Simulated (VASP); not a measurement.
Write the native input for VASP 6.6.1 that does the following.

| Quantity | Value |
| --- | --- |
| Task | relaxation of cell and atoms |
| Functional | r2SCAN |
| Dispersion | D3(BJ) |
| Potentials or basis | VASP PAW PBE potentials, release 64 (Na_pv) |
| Cutoff | 600 eV |
| k mesh | 5 × 5 × 5 |
| Occupations | methfessel-paxton, width 0.1 eV |
| Spin | no spin polarisation |
| Dipole correction | no |
| Further INCAR settings | ALGO = Normal; EDIFF = 1e-07; IBRION = 2; EDIFFG = -0.01; NSW = 60; ISIF = 3 |

Crystal: Na.

```
CELL_PARAMETERS angstrom
4.28000 0.00000 0.00000
0.00000 4.28000 0.00000
0.00000 0.00000 4.28000
ATOMIC_POSITIONS crystal
Na 0.00000 0.00000 0.00000
Na 0.50000 0.50000 0.50000
```

These files were run (other wordings do the same):

POSCAR

```
Na
1.0
    4.2800000000      0.0000000000      0.0000000000
    0.0000000000      4.2800000000      0.0000000000
    0.0000000000      0.0000000000      4.2800000000
Na
2
Direct
    0.0000000000      0.0000000000      0.0000000000
    0.5000000000      0.5000000000      0.5000000000
```

INCAR.step1

```
  ALGO = Normal
  EDIFF = 1E-4
  ENCUT = 600
  GGA = PE
  ISMEAR = 1
  LASPH = T
  LCHARG = F
  LREAL = F
  LWAVE = T
  NELM = 60
  PREC = Accurate
  SIGMA = 0.1
```

INCAR.step2

```
  ALGO = Normal
  EDIFF = 1E-7
  EDIFFG = -0.01
  ENCUT = 600
  IBRION = 2
  ISIF = 3
  ISMEAR = 1
  ISTART = 1
  IVDW = 12
  LASPH = T
  LCHARG = F
  LMIXTAU = T
  LREAL = F
  LWAVE = F
  METAGGA = R2SCAN
  NELM = 60
  NSW = 60
  PREC = Accurate
  SIGMA = 0.1
  VDW_A1 = 0.49484001
  VDW_A2 = 5.73083694
  VDW_S6 = 1.0
  VDW_S8 = 0.78981345
```

KPOINTS

```
k-points
0
Gamma
  5 5 5
```

Potentials or basis: VASP PAW PBE potentials, release 64 (Na_pv).

The run is started by

```sh
$ cat potpaw_PBE.64/Na_pv/POTCAR > POTCAR
$ cp INCAR.step1 INCAR
$ mpirun -np 1 vasp_std > vasp.out
$ cp INCAR.step2 INCAR
$ mpirun -np 1 vasp_std > vasp.out
```

It gave:

| Quantity | Value |
| --- | --- |
| Relaxed volume | 36.09 Å³/atom |
| Relaxed cell | a = 4.164 Å, b = 4.164 Å, c = 4.164 Å, α = 90.00°, β = 90.00°, γ = 90.00° |
| Space group after relaxing (to 0.05 Å) | Im-3m (No. 229) |
| Energy gained by relaxing | 8.1 meV/atom |
| Ionic steps | 3 |
| Pressure after relaxing | 0.0 GPa |
| Band gap on the k mesh | zero (band 7 reaches 1.26 eV, above the bottom of band 8 at 0.22 eV) |
| Dispersion energy per atom | -0.074 eV |

Caveat: the PAW data sets were made with another functional, which shifts forces and pressure a little; pairwise dispersion overbinds metals, which lowers pressure and volume.

It took 79 s on 1 thread of Intel(R) Xeon(R) 6975P-C (Granite Rapids), on a shared host, peak memory 0.21 GiB.
